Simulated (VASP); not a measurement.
Set up this calculation in VASP 6.6.1, as the native input.

```yaml
Task: electric field gradients
Functional: LDA
Potentials_or_basis: VASP PAW LDA potentials, release 64 (Ta_sv_GW, N)
Cutoff: 520 eV
k_mesh: 5 × 5 × 8
Occupations: fermi-dirac, width 0.03 eV
Spin: no spin polarisation
Dipole_correction: no
Further_INCAR_settings: ALGO = Normal; EDIFF = 1e-08; NBANDS = 36
```

The structure of TaN lies in POSCAR:

```
TaN
1.0
    5.2022252935      0.0000000000      0.0000000000
   -2.6011126468      4.5052592604      0.0000000000
    0.0000000000      0.0000000000      2.9176612005
Ta N
3 3
Direct
    0.0000000000      0.0000000000      0.0000000000
    0.3333333333      0.6666666667      0.5000000000
    0.6666666667      0.3333333333      0.5000000000
    0.5000000000      0.0000000000      0.0000000000
    0.5000000000      0.5000000000      0.0000000000
    0.0000000000      0.5000000000      0.0000000000
```

One way to write it, as run:

INCAR

```
  PREC = Accurate
  ENCUT = 520
  EDIFF = 1E-8
  ISMEAR = -1
  SIGMA = 0.03
  LREAL = False
  LASPH = True
  NELM = 120
  ALGO = Normal
  ISIF = 2
  LWAVE = False
  LCHARG = False
  LEFG = True
  NBANDS = 36
  GGA_COMPAT = False
```

KPOINTS

```
Automatic mesh
0
Gamma
  5 5 8
```

Potentials or basis: VASP PAW LDA potentials, release 64 (Ta_sv_GW, N).

Command:

```bash
$ cat potpaw_LDA.64/Ta_sv_GW/POTCAR potpaw_LDA.64/N/POTCAR > POTCAR
$ mpirun -np 1 vasp_std > vasp.out
```

Results of the run:

```yaml
Pressure: -7.2 GPa
Band_gap_on_the_k_mesh: zero (bands 27 and 28 overlap by 2.11 eV)
Largest_electric_field_gradient_by_atom: Ta -410.2, -383.3 (each value once); N +33.1 V/Å²
```

Caveat: the cell stands under tension; without QUAD_EFG the Cq values of the log hold for a quadrupole moment of 1 mb, not for the nuclei; spin-orbit coupling is left out, which moves the levels of the heavy elements.

Wall time 84 s on 1 thread of AMD EPYC 9R45 96-Core Processor (Zen 5), with other jobs on the host, peak memory 0.16 GiB.
